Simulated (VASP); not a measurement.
A run of VASP 6.6.1 is set up as follows.

The input INCAR:

```
SYSTEM = TeAs
PREC = Accurate ; ENCUT = 520
EDIFF = 1E-7 ; ISMEAR = 0
SIGMA = 0.15 ; LREAL = .FALSE.
LASPH = .TRUE. ; NELM = 100
ALGO = Normal ; ISIF = 2
LWAVE = .FALSE. ; LCHARG = .FALSE.
GGA = CA ; NBANDS = 12
```

File KPOINTS:

```
regular mesh
0
G
  16 16 16
  0 0 0
```

The input POSCAR:

```
TeAs
1.0
    0.0000000000      2.9676670000      2.9676670000
    2.9676670000      0.0000000000      2.9676670000
    2.9676670000      2.9676670000      0.0000000000
Te As
1 1
Direct
    0.5000000000      0.5000000000      0.5000000000
    0.0000000000      0.0000000000      0.0000000000
```

Potentials or basis: VASP PAW LDA potentials, release 64 (Te, As).

The run is started by

```sh
$ cat potpaw_LDA.64/Te/POTCAR potpaw_LDA.64/As/POTCAR > POTCAR
$ mpirun -np 1 vasp_std > vasp.out
```

Q: What does it give for the pressure?

A: -4.0 GPa.
